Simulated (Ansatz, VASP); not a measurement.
One calculation of Al2O3, two programs

File POSCAR:

```
Al2O3
1.0
    2.8641420174      0.0000000000      0.0000000000
   -1.4320710087      2.4804197471      0.0000000000
    0.0000000000      0.0000000000      6.8332801002
Al O
2 3
Direct
    0.3333333333      0.6666666667      0.1993408385
    0.6666666667      0.3333333333      0.8006591615
    0.0000000000      0.0000000000      0.0000000000
    0.3333333333      0.6666666667      0.7032066470
    0.6666666667      0.3333333333      0.2967933530
```

INCAR.step1

```
  PREC = Accurate
  ENCUT = 520
  ISMEAR = 0
  SIGMA = 0.01
  LREAL = False
  LASPH = True
  NELM = 60
  NBANDS = 20
  GGA = PE
  ALGO = Normal
  EDIFF = 1E-4
  LWAVE = True
  LCHARG = False
```

INCAR.step2

```
  PREC = Accurate
  ENCUT = 520
  EDIFF = 1E-6
  ISMEAR = 0
  SIGMA = 0.01
  LREAL = False
  LASPH = True
  NELM = 60
  ALGO = Normal
  ISIF = 2
  LWAVE = False
  LCHARG = False
  METAGGA = R2SCAN
  LMIXTAU = True
  NBANDS = 20
  ISTART = 1
```

The input KPOINTS:

```
regular mesh
0
Gamma
  12 12 4
```

Input for Ansatz:

```yaml
crystal:
  lattice:
    - [2.8641420174, 0.0, 0.0]
    - [-1.4320710087, 2.4804197471, 0.0]
    - [0.0, 0.0, 6.8332801002]
  atoms:
    - { symbol: Al, position: [0.3333333333, 0.6666666667, 0.1993408385] }
    - { symbol: Al, position: [0.6666666667, 0.3333333333, 0.8006591615] }
    - { symbol: O, position: [0.0, 0.0, 0.0] }
    - { symbol: O, position: [0.3333333333, 0.6666666667, 0.703206647] }
    - { symbol: O, position: [0.6666666667, 0.3333333333, 0.296793353] }
kpoints:
  mp_grid: { grid: [12, 12, 4] }
  band_path:
    path:
      - [0.0, 0.0, 0.0]
      - [0.5, 0.0, 0.0]
      - [0.3333333333, 0.3333333333, 0.0]
      - [0.0, 0.0, 0.5]
      - [0.5, 0.0, 0.5]
      - [0.3333333333, 0.3333333333, 0.5]
      - [-0.072917, 0.135417, 0.005208]
    npoints: 1
hamiltonian:
  xc: r2scan
scf:
  occupations: { method: fixed }
  n_extra_bands: 5
output:
  forces: true
  stress: true
  eigenvalues: true
```

Alike in both runs: task single point; functional r2SCAN; k mesh 12 × 12 × 4; no spin polarisation.

```csv
,VASP,Ansatz
version,VASP 6.6.1,Ansatz 0.2.0
potentials or method,"VASP PAW PBE potentials, release 64 (Al, O)","plane waves, PAW"
plane-wave cutoff (eV),520,500
occupations,"gaussian, width 0.01 eV",fixed
valence electrons in the cell,24,24
```

|  | VASP | Ansatz | Ansatz less VASP |
| --- | --- | --- | --- |
| gap on the k mesh at the Fermi level (eV) | 5.63 | 5.65 | +0.025 |
| pressure (GPa) | -0.1 | 0.0 | +0.18 |
| traceless stress, the component that is largest in VASP (GPa) | -0.35 | -0.01 | +0.338 |
| rms of the force components (eV/Å) | 0.016 | 0.001 | -0.0151 |

VASP's potentials were made for PBE, not for r2SCAN. Atom by atom the forces differ by 0.017 eV/Å (rms over components).
